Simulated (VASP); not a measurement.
# TiAl (Pm-3m) in VASP: further runs

Runs on TiAl. Level: PBE. Tasks: single point.

Program: VASP 6.6.1. These are calculated values, not measurements. Logs are shortened: lines on timing, memory, paths and dates and some standing lists are left out, and cuts for length are marked.

## Step 1: The cell of the first run

Symmetry: Pm-3m, No. 221, cubic system. Conventional cell: a = 3.018 Å, b = 3.018 Å, c = 3.018 Å, α = 90.00°, β = 90.00°, γ = 90.00°. Within 3.4 Å of Ti (site symmetry m-3m) lie 8 Al at 2.61 Å and 6 Ti at 3.02 Å. Al (site symmetry m-3m) has 8 Ti at 2.61 Å and 6 Al at 3.02 Å within 3.4 Å.

## Step 2: Single point, PBE

INCAR reads:

```
SYSTEM = TiAl
  ALGO = Normal
  EDIFF = 1E-7
  ENCUT = 520
  GGA = PE
  ISIF = 2
  ISMEAR = 0
  LASPH = .True.
  LCHARG = .False.
  LREAL = .False.
  LWAVE = .False.
  NBANDS = 14
  NELM = 100
  PREC = Accurate
  SIGMA = 0.1
```

KPOINTS reads:

```
k-points
0
Gamma
  6 6 6
  0 0 0
```

POSCAR reads:

```
TiAl
1.0
    3.0179998900      0.0000000000      0.0000000000
    0.0000000000      3.0179998900      0.0000000000
    0.0000000000      0.0000000000      3.0179998900
Ti Al
1 1
Direct
    0.5000000000      0.5000000000      0.5000000000
    0.0000000000      0.0000000000      0.0000000000
```

Potentials or basis: VASP PAW PBE potentials, release 64 (Ti_sv, Al).

Started as:

```console
> cat potpaw_PBE.64/Ti_sv/POTCAR potpaw_PBE.64/Al/POTCAR > POTCAR
> mpirun -np 1 vasp_std > vasp.out
```

OUTCAR:

```text
SYSTEM = TiAl
   EDIFF = 1E-7
   ENCUT = 520
   GGA = PE
   ISIF = 2
   ISMEAR = 0
   LASPH = .True.
   LREAL = .False.
   NELM = 100
   PREC = Accurate

 ion  position               nearest neighbor table
   1  0.500  0.500  0.500-   2 2.61   2 2.61   2 2.61   2 2.61   2 2.61   2 2.61   2 2.61   2 2.61

   2  0.000  0.000  0.000-   1 2.61   1 2.61   1 2.61   1 2.61   1 2.61   1 2.61   1 2.61   1 2.61

  LATTYP: Found a simple cubic cell.
 ALAT       =     3.0179998900

  Lattice vectors:

 A1 = (   3.0179998900,   0.0000000000,   0.0000000000)
 A2 = (   0.0000000000,   3.0179998900,   0.0000000000)
 A3 = (   0.0000000000,   0.0000000000,   3.0179998900)

Analysis of symmetry for initial positions (statically):
=====================================================================
 Subroutine PRICEL returns:
 Original cell was already a primitive cell.

 Routine SETGRP: Setting up the symmetry group for a
 simple cubic supercell.

 Subroutine GETGRP returns: Found 48 space group operations
 (whereof 48 operations were pure point group operations)
 out of a pool of 48 trial point group operations.

The static configuration has the point symmetry O_h .

Analysis of symmetry for dynamics (positions and initial velocities):
=====================================================================
 Subroutine PRICEL returns:
 Original cell was already a primitive cell.

 Routine SETGRP: Setting up the symmetry group for a
 simple cubic supercell.

 Subroutine GETGRP returns: Found 48 space group operations
 (whereof 48 operations were pure point group operations)
 out of a pool of 48 trial point group operations.

The dynamic configuration has the point symmetry O_h .

 Subroutine INISYM returns: Found 48 space group operations
 (whereof 48 operations are pure point group operations),
 and found     1 'primitive' translations

----------------------------------------------------------------------------------------

                                     Primitive cell

  volume of cell :      27.4889

  direct lattice vectors                    reciprocal lattice vectors
     3.017999890  0.000000000  0.000000000     0.331345274  0.000000000  0.000000000
     0.000000000  3.017999890  0.000000000     0.000000000  0.331345274  0.000000000
     0.000000000  0.000000000  3.017999890     0.000000000  0.000000000  0.331345274

  length of vectors
     3.017999890  3.017999890  3.017999890     0.331345274  0.331345274  0.331345274

  position of ions in fractional coordinates (direct lattice)
     0.500000000  0.500000000  0.500000000
     0.000000000  0.000000000  0.000000000

  ion indices of the primitive-cell ions
   primitive index   ion index
                 1           1
                 2           2

----------------------------------------------------------------------------------------

 KPOINTS: k-points

Automatic generation of k-mesh.
 Grid dimensions read from file:
 generate k-points for:    6    6    6

 Generating k-lattice:

  Cartesian coordinates                     Fractional coordinates (reciprocal lattice)
     0.055224212  0.000000000  0.000000000     0.166666667  0.000000000  0.000000000
     0.000000000  0.055224212  0.000000000     0.000000000  0.166666667  0.000000000
     0.000000000  0.000000000  0.055224212     0.000000000  0.000000000  0.166666667

  Length of vectors
     0.055224212  0.055224212  0.055224212

  Shift w.r.t. Gamma in fractional coordinates (k-lattice)
     0.000000000  0.000000000  0.000000000

 Subroutine IBZKPT returns following result:
 ===========================================

 Found     20 irreducible k-points:

 Following reciprocal coordinates:
            Coordinates               Weight
  0.000000  0.000000  0.000000      1.000000
  0.166667  0.000000  0.000000      6.000000
  0.333333  0.000000  0.000000      6.000000
  0.500000  0.000000  0.000000      3.000000
  0.166667  0.166667  0.000000     12.000000
  0.333333  0.166667  0.000000     24.000000
[... 12 lines left out ...]
  0.500000  0.500000  0.333333      6.000000
  0.500000  0.500000  0.500000      1.000000
   k-points           NKPTS =     20   k-points in BZ     NKDIM =     20   number of bands    NBANDS=     14
   number of dos      NEDOS =    301   number of ions     NIONS =      2
   total plane-waves  NPLWV =  13824
   dimension x,y,z NGX =    24 NGY =   24 NGZ =   24
   dimension x,y,z NGXF=    48 NGYF=   48 NGZF=   48
   ions per type =               1   1
   NGX,Y,Z   is equivalent  to a cutoff of  13.22, 13.22, 13.22 a.u.
   NGXF,Y,Z  is equivalent  to a cutoff of  26.44, 26.44, 26.44 a.u.
 SYSTEM =  TiAl
   PREC   = accura    normal or accurate (medium, high low for compatibility)
   ISTART =      0    job   : 0-new  1-cont  2-samecut
   ICHARG =      2    charge: 1-file 2-atom 10-const
   ISPIN  =      1    spin polarized calculation?
   LNONCOLLINEAR =      F non collinear calculations
   LSORBIT =      F    spin-orbit coupling
   LASPH  =      T    aspherical Exc in radial PAW
   ENCUT  =  520.0 eV  38.22 Ry    6.18 a.u.   5.61  5.61  5.61*2*pi/ulx,y,z
   NELM   =    100;   NELMIN=  2; NELMDL= -5     # of ELM steps
   EDIFF  = 0.1E-06   stopping-criterion for ELM
   LREAL  =      F    real-space projection
   EDIFFG = 0.1E-05   stopping-criterion for IOM
   NSW    =      0    number of steps for IOM
   IBRION =     -1    ionic relax: 0-MD 1-quasi-New 2-CG
   NFREE  =      0    steps in history (QN), initial steepest desc. (CG)
   ISIF   =      2    stress and relaxation
   ISYM   =      2    0-nonsym 1-usesym 2-fastsym
   POTIM  = 0.5000    time-step for ionic-motion
   TEBEG  =    0.0;   TEEND  =   0.0 temperature during run
   PSTRESS=    0.0 pullay stress
   NELECT =      15.0000    total number of electrons
   NUPDOWN=      -1.0000    fix difference up-down
   EMIN   =  10.00;   EMAX   =-10.00  energy-range for DOS
   EFERMI =   0.00;   METHOD = LEGACY
   ISMEAR =     0;   SIGMA  =   0.10  broadening in eV -4-tet -1-fermi 0-gaus
   EFERMI_NEDOS =   21; number of points for ismear=-14 and -15
   IALGO  =     38    algorithm
   IMIX   =      4    mixing-type and parameters
     AMIX     =   0.40;   BMIX     =  1.00
     AMIX_MAG =   1.60;   BMIX_MAG =  1.00
  volume/ion in A,a.u.               =      13.74        92.75
  Fermi-wavevector in a.u.,A,eV,Ry     =   1.337784  2.528045 24.349888  1.789666
  Thomas-Fermi vector in A             =   2.466306
   LORBIT       =      0    0 simple, 1 ext, 2 COOP (PROOUT), +10 PAW based schemes
   GGA     = PE    functional components
   LHFCALC =     F    Hartree Fock is set to
   AEXX    =    0.0000 exact exchange contribution
   IVDW    =     0    specifies the selected vdW correction
   LEPSILON=     F    determine dielectric tensor
   LRPA    =     F    only Hartree local field effects (RPA)
 non-spin polarized calculation
 Gauss-broadening in eV      SIGMA  =   0.10
  energy-cutoff  :      520.00
  volume of cell :       27.49
 maximum number of plane-waves:       756
 NGX is ok and might be reduce to    24
   NGX = 11   NGY = 11   NGZ = 11

 number of electron      14.9999999 magnetization

 Free energy of the ion-electron system (eV)
  ---------------------------------------------------
  ext. energy  EPLUGINS =         0.00000000
  ---------------------------------------------------
  free energy    TOTEN  =       -11.78873690 eV

  energy without entropy =      -11.77855146  energy(sigma->0) =      -11.78364418

 E-fermi :  10.5290     XC(G=0): -11.7749

 val. band max:       10.4492742461   @ k =   0.3333   0.3333   0.1667
 cond. band min:      10.6077931277   @ k =   0.3333   0.1667   0.1667
 fundamental gap:      0.1585188816
 Fermi energy:        10.5290319419

 k-point     1 :       0.0000    0.0000    0.0000
  band No.  band energies     occupation
      1     -46.0514      2.00000
      2     -22.2327      2.00000
      3     -22.2327      2.00000
      4     -22.2327      2.00000
      5       0.5618      2.00000
      6       8.6775      2.00000
      7       8.6775      2.00000
      8      12.7082      0.00000
      9      12.7082      0.00000
     10      12.7082      0.00000
     11      15.7736      0.00000
     12      15.7736      0.00000
     13      15.7736      0.00000
     14      20.2566      0.00000

 k-point     2 :       0.1667    0.0000    0.0000
  band No.  band energies     occupation
      1     -46.0440      2.00000
      2     -22.3096      2.00000
      3     -22.2260      2.00000
      4     -22.2260      2.00000
      5       1.0641      2.00000
      6       8.4271      2.00000
      7       8.9112      2.00000
      8      11.9935      0.00000
      9      11.9935      0.00000
     10      12.7723      0.00000
     11      14.4618      0.00000
     12      16.8223      0.00000
     13      16.8223      0.00000
     14      19.4758      0.00000

 k-point     3 :       0.3333    0.0000    0.0000
  band No.  band energies     occupation
      1     -46.0290      2.00000
      2     -22.4608      2.00000
      3     -22.2125      2.00000
      4     -22.2125      2.00000
      5       2.4765      2.00000
      6       6.9466      2.00000
      7       9.4581      2.00000
      8      11.0723      0.00000
      9      11.0723      0.00000
     10      12.9044      0.00000
     11      13.9264      0.00000
     12      17.9450      0.00000
     13      18.8233      0.00000
     14      18.8233      0.00000
[... 256 lines left out ...]
 k-point    19 :       0.5000    0.5000    0.3333
  band No.  band energies     occupation
      1     -45.9722      2.00000
      2     -22.4582      2.00000
      3     -22.4582      2.00000
      4     -22.3818      2.00000
      5       6.2843      2.00000
      6       7.2129      2.00000
      7       7.2129      2.00000
      8      11.5201      0.00000
      9      13.2140      0.00000
     10      13.2140      0.00000
     11      13.3930      0.00000
     12      13.9415      0.00000
     13      15.6439      0.00000
     14      18.3796      0.00000

 k-point    20 :       0.5000    0.5000    0.5000
  band No.  band energies     occupation
      1     -45.9652      2.00000
      2     -22.4483      2.00000
      3     -22.4483      2.00000
      4     -22.4483      2.00000
      5       6.9232      2.00000
      6       6.9232      2.00000
      7       6.9232      2.00000
      8      12.1344      0.00000
      9      13.9506      0.00000
     10      13.9506      0.00000
     11      13.9506      0.00000
     12      13.9622      0.00000
     13      13.9622      0.00000
     14      18.3197      0.00000

------------------------ aborting loop because EDIFF is reached ----------------------------------------

  FORCE on cell =-STRESS in cart. coord.  units (eV):
  Direction    XX          YY          ZZ          XY          YZ          ZX
  --------------------------------------------------------------------------------------
  -------------------------------------------------------------------------------------
  Total        4.2533074      4.2533074      4.2533074     -0.0000000     -0.0000000      0.0000000
  in kB      247.9018073    247.9018073    247.9018073     -0.0000000     -0.0000000      0.0000000
  external PRESSURE =     247.9018073 kB  Pullay stress =       0.0000000 kB

 VOLUME and BASIS-vectors are now :
 -----------------------------------------------------------------------------
  energy-cutoff  :      520.00
  volume of cell :       27.49
      direct lattice vectors                 reciprocal lattice vectors
     3.017999890  0.000000000  0.000000000     0.331345274  0.000000000  0.000000000
     0.000000000  3.017999890  0.000000000     0.000000000  0.331345274  0.000000000
     0.000000000  0.000000000  3.017999890     0.000000000  0.000000000  0.331345274

 POSITION                                       TOTAL-FORCE (eV/Angst)
 -----------------------------------------------------------------------------------
      1.50900      1.50900      1.50900         0.000000      0.000000      0.000000
      0.00000      0.00000      0.00000         0.000000      0.000000      0.000000
 -----------------------------------------------------------------------------------
    total drift:                                0.000000     -0.000000     -0.000000

  FREE ENERGIE OF THE ION-ELECTRON SYSTEM (eV)
  ---------------------------------------------------
  free  energy   TOTEN  =       -11.7887368985 eV

  energy  without entropy=      -11.7785514607  energy(sigma->0) =      -11.78364418
```

Run time: 5.5 s. Hardware: 1 thread of Intel Xeon Platinum 8175M at 2.50GHz (Skylake/Cascade Lake), shared host; peak memory 0.14 GiB.

Results:

* Free energy: -11.7887 eV
* Pressure: 24.8 GPa
* Band gap on the k mesh: zero (an odd number of electrons rules out a gap without spin polarisation)

Caveat: the cell stands under pressure.

## Step 3: Single point, PBE

This run uses another cell than the first one, of 16.14 Å³/atom.

INCAR reads:

```
PREC     = Accurate       # precision mode
ENCUT    = 520            # plane-wave cutoff, eV
EDIFF    = 1E-6           # SCF threshold, eV
ISMEAR   = 0              # smearing method
SIGMA    = 0.1            # smearing width, eV
LREAL    = F              # projectors in reciprocal space
LASPH    = T              # aspherical terms in the spheres
NELM     = 100            # most SCF steps
ALGO     = Normal         # electronic algorithm
ISIF     = 2              # what is computed and relaxed
LWAVE    = F              # write WAVECAR
LCHARG   = F              # write CHGCAR
GGA      = PE             # functional
NBANDS   = 14             # bands
```

KPOINTS reads:

```
Automatic mesh
0
Gamma
  6 6 6
```

POSCAR reads:

```
TiAl
1.0
    3.1842827016      0.0000000000      0.0000000000
    0.0000000000      3.1842827016      0.0000000000
    0.0000000000      0.0000000000      3.1842827016
Ti Al
1 1
Direct
    0.5000000000      0.5000000000      0.5000000000
    0.0000000000      0.0000000000      0.0000000000
```

Potentials or basis: VASP PAW PBE potentials, release 64 (Ti_sv, Al).

Started as:

```console
> cat potpaw_PBE.64/Ti_sv/POTCAR potpaw_PBE.64/Al/POTCAR > POTCAR
> mpirun -np 1 vasp_std > vasp.out
```

Wall time 5.7 s (1 thread of Intel Xeon Platinum 8175M at 2.50GHz (Skylake/Cascade Lake), shared host); peak memory 0.13 GiB.

The run converged. Its results:

| Item | Value |
| --- | --- |
| Free energy | -12.1152 eV |
| Pressure | 0.0 GPa |
| Band gap on the k mesh | zero (an odd number of electrons rules out a gap without spin polarisation) |

Levels at points of the mesh, in eV from the Fermi level:
| k point | band 4 | band 5 | band 6 | band 7 | band 8 | band 9 | band 10 | band 11 |
| --- | --- | --- | --- | --- | --- | --- | --- | --- |
| (0.00, 0.00, 0.00) | -33.12 | -9.28 | -1.45 | -1.45 | 1.78 | 1.78 | 1.78 | 4.36 |
| (0.50, 0.00, 0.00) | -33.11 | -6.06 | -5.20 | -0.56 | 0.13 | 0.13 | 1.98 | 2.95 |
| (0.50, 0.50, 0.00) | -33.09 | -5.03 | -2.13 | -2.13 | -1.48 | 0.69 | 0.69 | 2.69 |
| (0.50, 0.50, 0.50) | -33.24 | -3.10 | -3.10 | -3.10 | 0.57 | 2.76 | 2.76 | 2.88 |

The gap in the log of VASP goes by the Fermi energy; the results here count the filled bands.